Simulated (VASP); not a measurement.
A run of VASP 6.6.1 is set up as follows.

Contents of INCAR:

```
PREC     = Accurate       # precision mode
ENCUT    = 520            # plane-wave cutoff, eV
EDIFF    = 1E-6           # SCF threshold, eV
ISMEAR   = -1             # smearing method
SIGMA    = 0.1            # smearing width, eV
LREAL    = F              # projectors in reciprocal space
LASPH    = T              # aspherical terms in the spheres
NELM     = 150            # most SCF steps
ALGO     = Normal         # electronic algorithm
ISIF     = 2              # what is computed and relaxed
LWAVE    = F              # write WAVECAR
LCHARG   = F              # write CHGCAR
ISPIN    = 2              # spin polarisation
MAGMOM   = 0.33           # initial moments
LORBIT   = 11             # projections on sites
NUPDOWN  = 0.33           # fixed moment
LMAXMIX  = 4              # l up to which the mixer works
GGA      = PE             # functional
NBANDS   = 14             # bands
```

Contents of KPOINTS:

```
Automatic mesh
0
Gamma
  11 11 11
```

File POSCAR:

```
Fe
1.0
    0.0000000000      1.7635000000      1.7635000000
    1.7635000000      0.0000000000      1.7635000000
    1.7635000000      1.7635000000      0.0000000000
Fe
1
Direct
    0.0000000000      0.0000000000      0.0000000000
```

Potentials or basis: VASP PAW PBE potentials, release 64 (Fe).

Run with:

```console
$ cat potpaw_PBE.64/Fe/POTCAR > POTCAR
$ mpirun -np 1 vasp_std > vasp.out
```

(1) Predict the pressure.

## Answers

(1) -15.4 GPa.

Caveat: the total moment is fixed, so each spin has its own Fermi level.
